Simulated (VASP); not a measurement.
# Hf (Pm-3m) in VASP: notebook

Hf is run at these levels: PBE; tasks: single point, relaxation of cell and atoms.

Program: VASP 6.6.1. These are calculated values, not measurements. Logs are shortened: lines on timing, memory, paths and dates and some standing lists are left out, and cuts for length are marked.

## 1. The cell of the first run

The structure is cubic, space group Pm-3m (No. 221). Conventional cell: a = 2.940 Å, b = 2.940 Å, c = 2.940 Å, α = 90.00°, β = 90.00°, γ = 90.00°. Within 3.9 Å of Hf (site symmetry m-3m) lie 6 Hf at 2.94 Å.

## 2. Single point, PBE

Input file INCAR:

```
SYSTEM = Hf
PREC     = Accurate       ! precision mode
ENCUT    = 520            ! plane-wave cutoff, eV
EDIFF    = 1E-6           ! SCF threshold, eV
ISMEAR   = -1             ! smearing method
SIGMA    = 0.1            ! smearing width, eV
LREAL    = .FALSE.        ! projectors in reciprocal space
LASPH    = .TRUE.         ! aspherical terms in the spheres
NELM     = 60             ! most SCF steps
ALGO     = Normal         ! electronic algorithm
ISIF     = 2              ! what is computed and relaxed
LWAVE    = .FALSE.        ! write WAVECAR
LCHARG   = .FALSE.        ! write CHGCAR
GGA      = PE             ! functional
NBANDS   = 11             ! bands
```

Input file KPOINTS:

```
Automatic mesh
0
G
  13 13 13
  0 0 0
```

Input file POSCAR:

```
Hf
1.0
    2.9402515067      0.0000000000      0.0000000000
    0.0000000000      2.9402515067      0.0000000000
    0.0000000000      0.0000000000      2.9402515067
Hf
1
Direct
    0.0000000000      0.0000000000      0.0000000000
```

Potentials or basis: VASP PAW PBE potentials, release 64 (Hf_pv).

Launch:

```
$ cat potpaw_PBE.64/Hf_pv/POTCAR > POTCAR
$ mpirun -np 1 vasp_std > vasp.out
```

OUTCAR:

```text
SYSTEM = Hf
   PREC = Accurate
   ENCUT = 520
   EDIFF = 1E-6
   ISMEAR = -1
   LREAL = .FALSE.
   LASPH = .TRUE.
   NELM = 60
   ISIF = 2
   GGA = PE

 ion  position               nearest neighbor table
   1  0.000  0.000  0.000-

  LATTYP: Found a simple cubic cell.
 ALAT       =     2.9402515067

  Lattice vectors:

 A1 = (   2.9402515067,   0.0000000000,   0.0000000000)
 A2 = (   0.0000000000,   2.9402515067,   0.0000000000)
 A3 = (   0.0000000000,   0.0000000000,   2.9402515067)

Analysis of symmetry for initial positions (statically):
=====================================================================
 Subroutine PRICEL returns:
 Original cell was already a primitive cell.

 Routine SETGRP: Setting up the symmetry group for a
 simple cubic supercell.

 Subroutine GETGRP returns: Found 48 space group operations
 (whereof 48 operations were pure point group operations)
 out of a pool of 48 trial point group operations.

The static configuration has the point symmetry O_h .

Analysis of symmetry for dynamics (positions and initial velocities):
=====================================================================
 Subroutine PRICEL returns:
 Original cell was already a primitive cell.

 Routine SETGRP: Setting up the symmetry group for a
 simple cubic supercell.

 Subroutine GETGRP returns: Found 48 space group operations
 (whereof 48 operations were pure point group operations)
 out of a pool of 48 trial point group operations.

The dynamic configuration has the point symmetry O_h .

 Subroutine INISYM returns: Found 48 space group operations
 (whereof 48 operations are pure point group operations),
 and found     1 'primitive' translations

----------------------------------------------------------------------------------------

                                     Primitive cell

  volume of cell :      25.4187

  direct lattice vectors                    reciprocal lattice vectors
     2.940251507  0.000000000  0.000000000     0.340106959  0.000000000  0.000000000
     0.000000000  2.940251507  0.000000000     0.000000000  0.340106959  0.000000000
     0.000000000  0.000000000  2.940251507     0.000000000  0.000000000  0.340106959

  length of vectors
     2.940251507  2.940251507  2.940251507     0.340106959  0.340106959  0.340106959

  position of ions in fractional coordinates (direct lattice)
     0.000000000  0.000000000  0.000000000

  ion indices of the primitive-cell ions
   primitive index   ion index
                 1           1

----------------------------------------------------------------------------------------

 KPOINTS: Automatic mesh

Automatic generation of k-mesh.
 Grid dimensions read from file:
 generate k-points for:   13   13   13

 Generating k-lattice:

  Cartesian coordinates                     Fractional coordinates (reciprocal lattice)
     0.026162074  0.000000000  0.000000000     0.076923077  0.000000000  0.000000000
     0.000000000  0.026162074  0.000000000     0.000000000  0.076923077  0.000000000
     0.000000000  0.000000000  0.026162074     0.000000000  0.000000000  0.076923077

  Length of vectors
     0.026162074  0.026162074  0.026162074

  Shift w.r.t. Gamma in fractional coordinates (k-lattice)
     0.000000000  0.000000000  0.000000000

 Subroutine IBZKPT returns following result:
 ===========================================

 Found     84 irreducible k-points:

 Following reciprocal coordinates:
            Coordinates               Weight
  0.000000  0.000000  0.000000      1.000000
  0.076923  0.000000  0.000000      6.000000
  0.153846  0.000000  0.000000      6.000000
  0.230769  0.000000  0.000000      6.000000
  0.307692  0.000000  0.000000      6.000000
  0.384615  0.000000  0.000000      6.000000
[... 16 lines left out ...]
  0.307692  0.307692  0.000000     12.000000
  0.384615  0.307692  0.000000     24.000000
 [... further k-points ...]
   k-points           NKPTS =     84   k-points in BZ     NKDIM =     84   number of bands    NBANDS=     11
   number of dos      NEDOS =    301   number of ions     NIONS =      1
   total plane-waves  NPLWV =  13824
   dimension x,y,z NGX =    24 NGY =   24 NGZ =   24
   dimension x,y,z NGXF=    48 NGYF=   48 NGZF=   48
   ions per type =               1
   NGX,Y,Z   is equivalent  to a cutoff of  13.57, 13.57, 13.57 a.u.
   NGXF,Y,Z  is equivalent  to a cutoff of  27.14, 27.14, 27.14 a.u.
 SYSTEM =  Hf
   PREC   = accura    normal or accurate (medium, high low for compatibility)
   ISTART =      0    job   : 0-new  1-cont  2-samecut
   ICHARG =      2    charge: 1-file 2-atom 10-const
   ISPIN  =      1    spin polarized calculation?
   LNONCOLLINEAR =      F non collinear calculations
   LSORBIT =      F    spin-orbit coupling
   LASPH  =      T    aspherical Exc in radial PAW
   ENCUT  =  520.0 eV  38.22 Ry    6.18 a.u.   5.47  5.47  5.47*2*pi/ulx,y,z
   NELM   =     60;   NELMIN=  2; NELMDL= -5     # of ELM steps
   EDIFF  = 0.1E-05   stopping-criterion for ELM
   LREAL  =      F    real-space projection
   EDIFFG = 0.1E-04   stopping-criterion for IOM
   NSW    =      0    number of steps for IOM
   IBRION =     -1    ionic relax: 0-MD 1-quasi-New 2-CG
   NFREE  =      0    steps in history (QN), initial steepest desc. (CG)
   ISIF   =      2    stress and relaxation
   ISYM   =      2    0-nonsym 1-usesym 2-fastsym
   POTIM  = 0.5000    time-step for ionic-motion
   TEBEG  =    0.0;   TEEND  =   0.0 temperature during run
   PSTRESS=    0.0 pullay stress
   NELECT =      10.0000    total number of electrons
   NUPDOWN=      -1.0000    fix difference up-down
   EMIN   =  10.00;   EMAX   =-10.00  energy-range for DOS
   EFERMI =   0.00;   METHOD = LEGACY
   ISMEAR =    -1;   SIGMA  =   0.10  broadening in eV -4-tet -1-fermi 0-gaus
   EFERMI_NEDOS =   21; number of points for ismear=-14 and -15
   IALGO  =     38    algorithm
   IMIX   =      4    mixing-type and parameters
     AMIX     =   0.40;   BMIX     =  1.00
     AMIX_MAG =   1.60;   BMIX_MAG =  1.00
  volume/ion in A,a.u.               =      25.42       171.53
  Fermi-wavevector in a.u.,A,eV,Ry     =   1.199565  2.266849 19.578178  1.438956
  Thomas-Fermi vector in A             =   2.335424
   LORBIT       =      0    0 simple, 1 ext, 2 COOP (PROOUT), +10 PAW based schemes
   GGA     = PE    functional components
   LHFCALC =     F    Hartree Fock is set to
   AEXX    =    0.0000 exact exchange contribution
   IVDW    =     0    specifies the selected vdW correction
   LEPSILON=     F    determine dielectric tensor
   LRPA    =     F    only Hartree local field effects (RPA)
 non-spin polarized calculation
  energy-cutoff  :      520.00
  volume of cell :       25.42
 maximum number of plane-waves:       715
 NGX is ok and might be reduce to    24
   NGX = 11   NGY = 11   NGZ = 11

 number of electron      10.0000002 magnetization

 Free energy of the ion-electron system (eV)
  ---------------------------------------------------
  ext. energy  EPLUGINS =         0.00000000
  ---------------------------------------------------
  free energy    TOTEN  =        -8.86621490 eV

  energy without entropy =       -8.80748623  energy(sigma->0) =       -8.83685056

 E-fermi :   3.6323     XC(G=0): -10.6201

 val. band max:        3.5965426618   @ k =   0.3846   0.0769   0.0769
 cond. band min:       3.6445147766   @ k =   0.3846   0.3846   0.3077
 fundamental gap:      0.0479721148
 Fermi energy:         3.6322727237

 k-point     1 :       0.0000    0.0000    0.0000
  band No.  band energies     occupation
      1     -26.4244      2.00000
      2     -26.4244      2.00000
      3     -26.4244      2.00000
      4      -2.7571      2.00000
      5       2.2911      2.00000
      6       2.2911      2.00000
      7       9.9194      0.00000
      8       9.9194      0.00000
      9       9.9194      0.00000
     10      16.2426      0.00000
     11      16.2426      0.00000

 k-point     2 :       0.0769    0.0000    0.0000
  band No.  band energies     occupation
      1     -26.4761      2.00000
      2     -26.4201      2.00000
      3     -26.4201      2.00000
      4      -2.6064      2.00000
      5       2.3348      2.00000
      6       2.4274      1.99999
      7       9.6187      0.00000
      8       9.6187      0.00000
      9       9.9387      0.00000
     10      15.4204      0.00000
     11      16.6177      0.00000

 k-point     3 :       0.1538    0.0000    0.0000
  band No.  band energies     occupation
      1     -26.6171      2.00000
      2     -26.4082      2.00000
      3     -26.4082      2.00000
      4      -2.1814      2.00000
      5       2.4592      1.99998
      6       2.8062      1.99948
      7       8.9182      0.00000
      8       8.9182      0.00000
      9       9.9927      0.00000
     10      13.9662      0.00000
     11      16.6482      0.00000

 k-point     4 :       0.2308    0.0000    0.0000
  band No.  band energies     occupation
      1     -26.8108      2.00000
      2     -26.3913      2.00000
      3     -26.3913      2.00000
      4      -1.5524      2.00000
      5       2.6435      1.99990
      6       3.3116      1.92220
      7       8.1287      0.00000
      8       8.1287      0.00000
      9      10.0701      0.00000
     10      12.7222      0.00000
     11      16.6487      0.00000
[... 239 lines left out ...]
 k-point    22 :       0.4615    0.2308    0.0000
  band No.  band energies     occupation
      1     -27.2109      2.00000
      2     -26.7185      2.00000
      3     -26.3186      2.00000
      4       1.6089      2.00000
      5       2.3592      1.99999
      6       4.5171      0.00029
      7       6.9668      0.00000
      8       7.1375      0.00000
      9       8.7331      0.00000
     10      12.7994      0.00000
     11      16.6177      0.00000

 k-point    23 :       0.3077    0.3077    0.0000
  band No.  band energies     occupation
      1     -26.9517      2.00000
      2     -26.9305      2.00000
      3     -26.3241      2.00000
      4       0.8359      2.00000
      5       2.8638      1.99908
      6       5.4868      0.00000
      7       5.9786      0.00000
      8       7.7031      0.00000
      9       8.0501      0.00000
     10      13.4636      0.00000
     11      14.9200      0.00000

 k-point    24 :       0.3846    0.3077    0.0000
  band No.  band energies     occupation
      1     -27.0977      2.00000
      2     -26.9205      2.00000
      3     -26.3097      2.00000
      4       1.3005      2.00000
      5       2.5707      1.99995
      6       5.6564      0.00000
      7       6.7526      0.00000
      8       7.3691      0.00000
      9       8.0319      0.00000
     10      12.9404      0.00000
     11      15.4071      0.00000

 [... further k-points ...]

------------------------ aborting loop because EDIFF is reached ----------------------------------------

  FORCE on cell =-STRESS in cart. coord.  units (eV):
  Direction    XX          YY          ZZ          XY          YZ          ZX
  --------------------------------------------------------------------------------------
  -------------------------------------------------------------------------------------
  Total       -0.3135298     -0.3135298     -0.3135298      0.0000000     -0.0000000      0.0000000
  in kB      -19.7622331    -19.7622331    -19.7622331      0.0000000     -0.0000000      0.0000000
  external PRESSURE =     -19.7622331 kB  Pullay stress =       0.0000000 kB

 VOLUME and BASIS-vectors are now :
 -----------------------------------------------------------------------------
  energy-cutoff  :      520.00
  volume of cell :       25.42
      direct lattice vectors                 reciprocal lattice vectors
     2.940251507  0.000000000  0.000000000     0.340106959  0.000000000  0.000000000
     0.000000000  2.940251507  0.000000000     0.000000000  0.340106959  0.000000000
     0.000000000  0.000000000  2.940251507     0.000000000  0.000000000  0.340106959

 POSITION                                       TOTAL-FORCE (eV/Angst)
 -----------------------------------------------------------------------------------
      0.00000      0.00000      0.00000         0.000000      0.000000      0.000000
 -----------------------------------------------------------------------------------
    total drift:                                0.000000      0.000000      0.000000

  FREE ENERGIE OF THE ION-ELECTRON SYSTEM (eV)
  ---------------------------------------------------
  free  energy   TOTEN  =        -8.8662148954 eV

  energy  without entropy=       -8.8074862302  energy(sigma->0) =       -8.83685056
```

Run time: 9.5 s. Hardware: 1 thread of Intel Xeon 6975P-C, shared host; peak memory 0.15 GiB.

What came out:

| Quantity | Value |
| --- | --- |
| Free energy | -8.8662 eV |
| Pressure | -2.0 GPa |
| Band gap on the k mesh | zero (band 5 reaches 4.41 eV, above the bottom of band 6 at 2.29 eV) |

Caveat: spin-orbit coupling is left out, which moves the levels of the heavy elements.

## 3. Relaxation of cell and atoms, PBE, target pressure -1.7 GPa, at which the enthalpy is minimised

This run uses another cell than the first one, of 24.87 Å³/atom, 0.979 times its volume.

Input file INCAR:

```
PREC     = Accurate       # precision mode
ENCUT    = 600            # plane-wave cutoff, eV
EDIFF    = 1E-7           # SCF threshold, eV
ISMEAR   = -1             # smearing method
SIGMA    = 0.1            # smearing width, eV
LREAL    = False          # projectors in reciprocal space
LASPH    = True           # aspherical terms in the spheres
NELM     = 80             # most SCF steps
ALGO     = Normal         # electronic algorithm
ISIF     = 3              # what is computed and relaxed
LWAVE    = False          # write WAVECAR
LCHARG   = False          # write CHGCAR
GGA      = PE             # functional
IBRION   = 2              # ionic algorithm
NSW      = 60             # ionic steps
EDIFFG   = -0.005         # ionic threshold
PSTRESS  = -17.0
```

Input file KPOINTS:

```
regular mesh
0
Gamma
  13 13 13
```

Input file POSCAR:

```
Hf
1.0
    2.9191075887      0.0000000000      0.0000000000
    0.0000000000      2.9191075887      0.0000000000
    0.0000000000      0.0000000000      2.9191075887
Hf
1
Direct
    0.0000000000      0.0000000000      0.0000000000
```

Potentials or basis: VASP PAW PBE potentials, release 64 (Hf_pv).

Launch:

```
$ cat potpaw_PBE.64/Hf_pv/POTCAR > POTCAR
$ mpirun -np 1 vasp_std > vasp.out
```

Wall time 19 s (1 thread of Intel Xeon 6975P-C, shared host); peak memory 0.16 GiB.

The run converged. Its results:

| Property | Result |
| --- | --- |
| Free energy | -8.8674 eV |
| Relaxed volume | 25.32 Å³/atom |
| Relaxed cell | a = 2.936 Å, b = 2.936 Å, c = 2.936 Å, α = 90.00°, β = 90.00°, γ = 90.00° |
| Space group after relaxing (to 0.05 Å) | Pm-3m (No. 221) |
| Energy change on relaxing (the enthalpy is what falls) | +3.0 meV/atom |
| Ionic steps | 3 |
| Pressure after relaxing | -1.7 GPa |
| Band gap on the k mesh | zero (band 5 reaches 4.44 eV, above the bottom of band 6 at 2.31 eV) |

Step by step:
```
step  energy change (eV)  largest force (eV/Å)  pressure (GPa)  volume (Å³)
   1              0.0000                0.0000           -0.47        24.87
   2              0.0062                0.0000           -2.37        25.57
   3              0.0030                0.0000           -1.70        25.32
```

Final structure:
```
CELL_PARAMETERS angstrom
2.93626 0.00000 0.00000
0.00000 2.93626 0.00000
0.00000 0.00000 2.93626
ATOMIC_POSITIONS crystal
Hf 0.00000 0.00000 0.00000
```

Levels at points of the mesh, in eV from the Fermi level:
| k point | band 1 | band 2 | band 3 | band 4 | band 5 | band 6 | band 7 | band 8 | band 9 |
| --- | --- | --- | --- | --- | --- | --- | --- | --- | --- |
| (0.00, 0.00, 0.00) | -30.04 | -30.04 | -30.04 | -6.40 | -1.35 | -1.35 | 6.32 | 6.32 | 6.32 |

Caveat: the cell is relaxed towards a set pressure, so the enthalpy falls and the energy may rise; spin-orbit coupling is left out, which moves the levels of the heavy elements.

## 4. Relaxation of cell and atoms, PBE, target pressure -1.7 GPa, at which the enthalpy is minimised

Input file INCAR:

```
SYSTEM = Hf
ALGO = Normal ; EDIFF = 1E-7
EDIFFG = -0.005 ; ENCUT = 600
GGA = PE ; IBRION = 2
ISIF = 3 ; ISMEAR = -1
LASPH = .TRUE. ; LCHARG = .FALSE.
LREAL = .FALSE. ; LWAVE = .FALSE.
NELM = 60 ; NSW = 32
PREC = Accurate ; PSTRESS = -17.0
SIGMA = 0.1
```

Input file KPOINTS:

```
k-points
0
G
  13 13 13
  0 0 0
```

Input file POSCAR:

```
Hf
1.0
    2.9402515067      0.0000000000      0.0000000000
    0.0000000000      2.9402515067      0.0000000000
    0.0000000000      0.0000000000      2.9402515067
Hf
1
Direct
    0.0000000000      0.0000000000      0.0000000000
```

Launch:

```
$ cat potpaw_PBE.64/Hf_pv/POTCAR > POTCAR
$ mpirun -np 1 vasp_std > vasp.out
```

Run time: 20 s. Hardware: 1 thread of Intel Xeon 6975P-C, shared host; peak memory 0.16 GiB.

It converged, with:

```
Free energy                                            : -8.8675 eV
Relaxed volume                                         : 25.32 Å³/atom
Relaxed cell                                           : a = 2.936 Å, b = 2.936 Å, c = 2.936 Å, α = 90.00°, β = 90.00°, γ = 90.00°
Space group after relaxing (to 0.05 Å)                 : Pm-3m (No. 221)
Energy change on relaxing (the enthalpy is what falls) : -1.2 meV/atom
Ionic steps                                            : 3
Pressure after relaxing                                : -1.7 GPa
Band gap on the k mesh                                 : zero (band 5 reaches 4.44 eV, above the bottom of band 6 at 2.31 eV)
```

The path:
```tsv
step	energy change (eV)	largest force (eV/Å)	pressure (GPa)	volume (Å³)
1	0.0000	0.0000	-1.98	25.42
2	-0.0018	0.0000	-1.54	25.26
3	-0.0012	0.0000	-1.70	25.32
```

Final structure:
```
Hf
1.0
     2.93626    0.00000    0.00000
     0.00000    2.93626    0.00000
     0.00000    0.00000    2.93626
Hf
1
Direct
  0.00000 0.00000 0.00000
```

Levels at points of the mesh, in eV from the Fermi level:
```tsv
k point	band 2	band 3	band 4	band 5	band 6	band 7	band 8	band 9
(0.00, 0.00, 0.00)	-30.04	-30.04	-6.40	-1.35	-1.35	6.32	6.32	6.32
```

Caveat: the cell is relaxed towards a set pressure, so the enthalpy falls and the energy may rise; spin-orbit coupling is left out, which moves the levels of the heavy elements.

## 5. Summary

| task | cell | cutoff (eV) | gap on the mesh (eV) | pressure (GPa) |
| --- | --- | --- | --- | --- |
| single point | a = 2.940 Å, 1 atom | 520 | none | -2.0 |
| relaxation of cell and atoms | relaxed to -1.7 GPa from a = 2.919 Å, 1 atom | 600 | none | -1.7 |
| relaxation of cell and atoms | relaxed to -1.7 GPa from a = 2.940 Å, 1 atom | 600 | none | -1.7 |

Alike in all rows: level PBE; potentials or basis VASP PAW PBE potentials, release 64 (Hf_pv); no spin polarisation; k mesh 13 × 13 × 13; smearing fermi-dirac 0.1 eV.

Caveats: spin-orbit coupling is left out, which moves the levels of the heavy elements; the cell is relaxed towards a set pressure, so the enthalpy falls and the energy may rise (some runs).

Total energies depend on the potentials used, so only differences within one code and one set of settings carry meaning.
